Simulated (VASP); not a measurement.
# AlAs (F-43m) in VASP: a series of runs

Aim: see how the results for AlAs move with the level of theory and the settings. Levels: PBE, LDA, HSE06. Tasks: single point.

All numbers are computed with VASP 6.6.1; they aren't measurements. Logs are shortened: lines on timing, memory, paths and dates and some standing lists are left out, and cuts for length are marked.

## 1. The cell of the first run

It takes space group F-43m (No. 216, cubic). The conventional cell has a = 5.678 Å, b = 5.678 Å, c = 5.678 Å, α = 90.00°, β = 90.00°, γ = 90.00°. Within 3.2 Å of Al (site symmetry -43m) lie 4 As at 2.46 Å. Within 3.2 Å of As (site symmetry -43m) lie 4 Al at 2.46 Å.

## 2. Single point, PBE

INCAR

```
SYSTEM = AlAs
ALGO = Normal
EDIFF = 1E-6
ENCUT = 500
GGA = PE
GGA_COMPAT = .FALSE.
ISIF = 2
ISMEAR = 0
LASPH = .TRUE.
LCHARG = .FALSE.
LREAL = .FALSE.
LWAVE = .FALSE.
NBANDS = 11
NELM = 120
PREC = Accurate
SIGMA = 0.01
```

KPOINTS

```
k-points
0
G
  4 4 4
  0 0 0
```

POSCAR

```
AlAs
1.0
    0.0000000000      2.8389246377      2.8389246377
    2.8389246377      0.0000000000      2.8389246377
    2.8389246377      2.8389246377      0.0000000000
Al As
1 1
Direct
    0.0000000000      0.0000000000      0.0000000000
    0.2500000000      0.2500000000      0.2500000000
```

Potentials or basis: VASP PAW PBE potentials, release 64 (Al, As).

Started as:

```
$ cat potpaw_PBE.64/Al/POTCAR potpaw_PBE.64/As/POTCAR > POTCAR
$ mpirun -np 1 vasp_std > vasp.out
```

OUTCAR:

```text
SYSTEM = AlAs
   EDIFF = 1E-6
   ENCUT = 500
   GGA = PE
   ISIF = 2
   ISMEAR = 0
   LASPH = .TRUE.
   LREAL = .FALSE.
   NELM = 120
   PREC = Accurate

 ion  position               nearest neighbor table
   1  0.000  0.000  0.000-   2 2.46   2 2.46   2 2.46   2 2.46
   2  0.250  0.250  0.250-   1 2.46   1 2.46   1 2.46   1 2.46

  LATTYP: Found a face centered cubic cell.
 ALAT       =     5.6778492754

  Lattice vectors:

 A1 = (   0.0000000000,   2.8389246377,   2.8389246377)
 A2 = (   2.8389246377,   0.0000000000,   2.8389246377)
 A3 = (   2.8389246377,   2.8389246377,   0.0000000000)

Analysis of symmetry for initial positions (statically):
=====================================================================
 Subroutine PRICEL returns:
 Original cell was already a primitive cell.

 Routine SETGRP: Setting up the symmetry group for a
 face centered cubic supercell.

 Subroutine GETGRP returns: Found 24 space group operations
 (whereof 24 operations were pure point group operations)
 out of a pool of 48 trial point group operations.

The static configuration has the point symmetry T_d .

Analysis of symmetry for dynamics (positions and initial velocities):
=====================================================================
 Subroutine PRICEL returns:
 Original cell was already a primitive cell.

 Routine SETGRP: Setting up the symmetry group for a
 face centered cubic supercell.

 Subroutine GETGRP returns: Found 24 space group operations
 (whereof 24 operations were pure point group operations)
 out of a pool of 48 trial point group operations.

The dynamic configuration has the point symmetry T_d .

 Subroutine INISYM returns: Found 24 space group operations
 (whereof 24 operations are pure point group operations),
 and found     1 'primitive' translations

----------------------------------------------------------------------------------------

                                     Primitive cell

  volume of cell :      45.7606

  direct lattice vectors                    reciprocal lattice vectors
     0.000000000  2.838924638  2.838924638    -0.176123027  0.176123027  0.176123027
     2.838924638  0.000000000  2.838924638     0.176123027 -0.176123027  0.176123027
     2.838924638  2.838924638  0.000000000     0.176123027  0.176123027 -0.176123027

  length of vectors
     4.014845725  4.014845725  4.014845725     0.305054031  0.305054031  0.305054031

  position of ions in fractional coordinates (direct lattice)
     0.000000000  0.000000000  0.000000000
     0.250000000  0.250000000  0.250000000

  ion indices of the primitive-cell ions
   primitive index   ion index
                 1           1
                 2           2

----------------------------------------------------------------------------------------

 KPOINTS: k-points

Automatic generation of k-mesh.
 Grid dimensions read from file:
 generate k-points for:    4    4    4

 Generating k-lattice:

  Cartesian coordinates                     Fractional coordinates (reciprocal lattice)
    -0.044030757  0.044030757  0.044030757     0.250000000  0.000000000  0.000000000
     0.044030757 -0.044030757  0.044030757     0.000000000  0.250000000  0.000000000
     0.044030757  0.044030757 -0.044030757     0.000000000  0.000000000  0.250000000

  Length of vectors
     0.076263508  0.076263508  0.076263508

  Shift w.r.t. Gamma in fractional coordinates (k-lattice)
     0.000000000  0.000000000  0.000000000

 Subroutine IBZKPT returns following result:
 ===========================================

 Found      8 irreducible k-points:

 Following reciprocal coordinates:
            Coordinates               Weight
  0.000000  0.000000  0.000000      1.000000
  0.250000  0.000000  0.000000      8.000000
  0.500000  0.000000  0.000000      4.000000
  0.250000  0.250000  0.000000      6.000000
  0.500000  0.250000  0.000000     24.000000
 -0.250000  0.250000  0.000000     12.000000
  0.500000  0.500000  0.000000      3.000000
 -0.250000  0.500000  0.250000      6.000000
   k-points           NKPTS =      8   k-points in BZ     NKDIM =      8   number of bands    NBANDS=     11
   number of dos      NEDOS =    301   number of ions     NIONS =      2
   total plane-waves  NPLWV =  27000
   dimension x,y,z NGX =    30 NGY =   30 NGZ =   30
   dimension x,y,z NGXF=    60 NGYF=   60 NGZF=   60
   ions per type =               1   1
   NGX,Y,Z   is equivalent  to a cutoff of  12.42, 12.42, 12.42 a.u.
   NGXF,Y,Z  is equivalent  to a cutoff of  24.84, 24.84, 24.84 a.u.
 SYSTEM =  AlAs
   PREC   = accura    normal or accurate (medium, high low for compatibility)
   ISTART =      0    job   : 0-new  1-cont  2-samecut
   ICHARG =      2    charge: 1-file 2-atom 10-const
   ISPIN  =      1    spin polarized calculation?
   LNONCOLLINEAR =      F non collinear calculations
   LSORBIT =      F    spin-orbit coupling
   LASPH  =      T    aspherical Exc in radial PAW
   ENCUT  =  500.0 eV  36.75 Ry    6.06 a.u.   7.32  7.32  7.32*2*pi/ulx,y,z
   NELM   =    120;   NELMIN=  2; NELMDL= -5     # of ELM steps
   EDIFF  = 0.1E-05   stopping-criterion for ELM
   LREAL  =      F    real-space projection
   EDIFFG = 0.1E-04   stopping-criterion for IOM
   NSW    =      0    number of steps for IOM
   IBRION =     -1    ionic relax: 0-MD 1-quasi-New 2-CG
   NFREE  =      0    steps in history (QN), initial steepest desc. (CG)
   ISIF   =      2    stress and relaxation
   ISYM   =      2    0-nonsym 1-usesym 2-fastsym
   POTIM  = 0.5000    time-step for ionic-motion
   TEBEG  =    0.0;   TEEND  =   0.0 temperature during run
   PSTRESS=    0.0 pullay stress
   NELECT =       8.0000    total number of electrons
   NUPDOWN=      -1.0000    fix difference up-down
   EMIN   =  10.00;   EMAX   =-10.00  energy-range for DOS
   EFERMI =   0.00;   METHOD = LEGACY
   ISMEAR =     0;   SIGMA  =   0.01  broadening in eV -4-tet -1-fermi 0-gaus
   EFERMI_NEDOS =   21; number of points for ismear=-14 and -15
   IALGO  =     38    algorithm
   IMIX   =      4    mixing-type and parameters
     AMIX     =   0.40;   BMIX     =  1.00
     AMIX_MAG =   1.60;   BMIX_MAG =  1.00
  volume/ion in A,a.u.               =      22.88       154.40
  Fermi-wavevector in a.u.,A,eV,Ry     =   0.915393  1.729842 11.400927  0.837945
  Thomas-Fermi vector in A             =   2.040129
   LORBIT       =      0    0 simple, 1 ext, 2 COOP (PROOUT), +10 PAW based schemes
   GGA     = PE    functional components
   LHFCALC =     F    Hartree Fock is set to
   AEXX    =    0.0000 exact exchange contribution
   IVDW    =     0    specifies the selected vdW correction
   LEPSILON=     F    determine dielectric tensor
   LRPA    =     F    only Hartree local field effects (RPA)
 non-spin polarized calculation
 Gauss-broadening in eV      SIGMA  =   0.01
  energy-cutoff  :      500.00
  volume of cell :       45.76
 maximum number of plane-waves:      1211
 NGX is ok and might be reduce to    30
   NGX = 15   NGY = 15   NGZ = 15

 number of electron       7.9999999 magnetization

 Free energy of the ion-electron system (eV)
  ---------------------------------------------------
  ext. energy  EPLUGINS =         0.00000000
  ---------------------------------------------------
  free energy    TOTEN  =        -9.26468707 eV

  energy without entropy =       -9.26468707  energy(sigma->0) =       -9.26468707

 E-fermi :   3.9343     XC(G=0):  -8.9862

 val. band max:        3.8529088042   @ k =   0.0000   0.0000   0.0000
 cond. band min:       5.2790178033   @ k =   0.5000   0.5000   0.0000
 fundamental gap:      1.4261089992
 Fermi energy:         3.9343156353

 k-point     1 :       0.0000    0.0000    0.0000
  band No.  band energies     occupation
      1      -7.9617      2.00000
      2       3.8529      2.00000
      3       3.8529      2.00000
      4       3.8529      2.00000
      5       5.8357      0.00000
      6       8.0967      0.00000
      7       8.0967      0.00000
      8       8.0967      0.00000
      9      12.6594      0.00000
     10      12.8211      0.00000
     11      12.8211      0.00000

 k-point     2 :       0.2500    0.0000    0.0000
  band No.  band energies     occupation
      1      -7.3891      2.00000
      2       0.4732      2.00000
      3       3.3746      2.00000
      4       3.3746      2.00000
      5       6.4154      0.00000
      6       8.7211      0.00000
      7       8.7211      0.00000
      8      10.2480      0.00000
      9      12.1203      0.00000
     10      12.1203      0.00000
     11      13.2062      0.00000

 k-point     3 :       0.5000    0.0000    0.0000
  band No.  band energies     occupation
      1      -6.5540      2.00000
      2      -1.6969      2.00000
      3       3.0295      2.00000
      4       3.0295      2.00000
      5       5.9450      0.00000
      6       8.4994      0.00000
      7       8.4994      0.00000
      8      11.5722      0.00000
      9      14.9750      0.00000
     10      15.3483      0.00000
     11      15.3483      0.00000

 k-point     4 :       0.2500    0.2500    0.0000
  band No.  band energies     occupation
      1      -7.1912      2.00000
      2       0.6394      2.00000
      3       2.5155      2.00000
      4       2.5155      2.00000
      5       6.4079      0.00000
      6       7.5908      0.00000
      7      10.6300      0.00000
      8      10.6300      0.00000
      9      11.2387      0.00000
     10      13.9100      0.00000
     11      16.0190      0.00000

 k-point     5 :       0.5000    0.2500    0.0000
  band No.  band energies     occupation
      1      -6.3249      2.00000
      2      -1.1832      2.00000
      3       1.1370      2.00000
      4       2.2442      2.00000
      5       6.3906      0.00000
      6       8.9832      0.00000
      7      10.1781      0.00000
      8      10.7405      0.00000
      9      14.1210      0.00000
     10      15.2336      0.00000
     11      16.6890      0.00000

 k-point     6 :      -0.2500    0.2500    0.0000
  band No.  band energies     occupation
      1      -6.6336      2.00000
      2      -0.6868      2.00000
      3       0.9981      2.00000
      4       2.9563      2.00000
      5       7.2134      0.00000
      6       9.5725      0.00000
      7       9.7106      0.00000
      8      10.1225      0.00000
      9      11.4698      0.00000
     10      14.0725      0.00000
     11      16.2684      0.00000

 k-point     7 :       0.5000    0.5000    0.0000
  band No.  band energies     occupation
      1      -6.0077      2.00000
      2      -1.5668      2.00000
      3       1.6891      2.00000
      4       1.6891      2.00000
      5       5.2790      0.00000
      6       6.1244      0.00000
      7      14.1017      0.00000
      8      14.1017      0.00000
      9      15.5364      0.00000
     10      16.3443      0.00000
     11      16.3443      0.00000

 k-point     8 :      -0.2500    0.5000    0.2500
  band No.  band energies     occupation
      1      -5.9762      2.00000
      2      -1.2331      2.00000
      3       0.6980      2.00000
      4       1.0442      2.00000
      5       8.1629      0.00000
      6       9.4352      0.00000
      7       9.5014      0.00000
      8       9.8766      0.00000
      9      14.3875      0.00000
     10      16.0641      0.00000
     11      16.3726      0.00000

------------------------ aborting loop because EDIFF is reached ----------------------------------------

  FORCE on cell =-STRESS in cart. coord.  units (eV):
  Direction    XX          YY          ZZ          XY          YZ          ZX
  --------------------------------------------------------------------------------------
  -------------------------------------------------------------------------------------
  Total        0.6729391      0.6729391      0.6729391      0.0000000      0.0000000     -0.0000000
  in kB       23.5610562     23.5610562     23.5610562      0.0000000      0.0000000     -0.0000000
  external PRESSURE =      23.5610562 kB  Pullay stress =       0.0000000 kB

 VOLUME and BASIS-vectors are now :
 -----------------------------------------------------------------------------
  energy-cutoff  :      500.00
  volume of cell :       45.76
      direct lattice vectors                 reciprocal lattice vectors
     0.000000000  2.838924638  2.838924638    -0.176123027  0.176123027  0.176123027
     2.838924638  0.000000000  2.838924638     0.176123027 -0.176123027  0.176123027
     2.838924638  2.838924638  0.000000000     0.176123027  0.176123027 -0.176123027

 POSITION                                       TOTAL-FORCE (eV/Angst)
 -----------------------------------------------------------------------------------
      0.00000      0.00000      0.00000        -0.000000      0.000000      0.000000
      1.41946      1.41946      1.41946         0.000000     -0.000000     -0.000000
 -----------------------------------------------------------------------------------
    total drift:                               -0.000000     -0.000000     -0.000000

  FREE ENERGIE OF THE ION-ELECTRON SYSTEM (eV)
  ---------------------------------------------------
  free  energy   TOTEN  =        -9.2646870656 eV

  energy  without entropy=       -9.2646870656  energy(sigma->0) =       -9.26468707
```

It took 7.4 s on 1 thread of Intel Xeon Platinum 8375C at 2.90GHz (Ice Lake), shared host; peak memory 0.16 GiB.

What came out:

```
Free energy            : -9.2647 eV
Pressure               : 2.4 GPa
Band gap on the k mesh : 1.43 eV, indirect (least direct gap 1.98 eV)
```

Levels at points of the mesh, in eV from the valence-band top:
```
           k point  band 2  band 3  band 4  band 5  band 6  band 7
(0.00, 0.00, 0.00)    0.00    0.00    0.00    1.98    4.24    4.24
(0.50, 0.00, 0.00)   -5.55   -0.82   -0.82    2.09    4.65    4.65
(0.50, 0.50, 0.00)   -5.42   -2.16   -2.16    1.43    2.27   10.25
```

Caveat: the k points lie up to 0.48 Å⁻¹ apart.

(Part 1 of 2 ends here.)
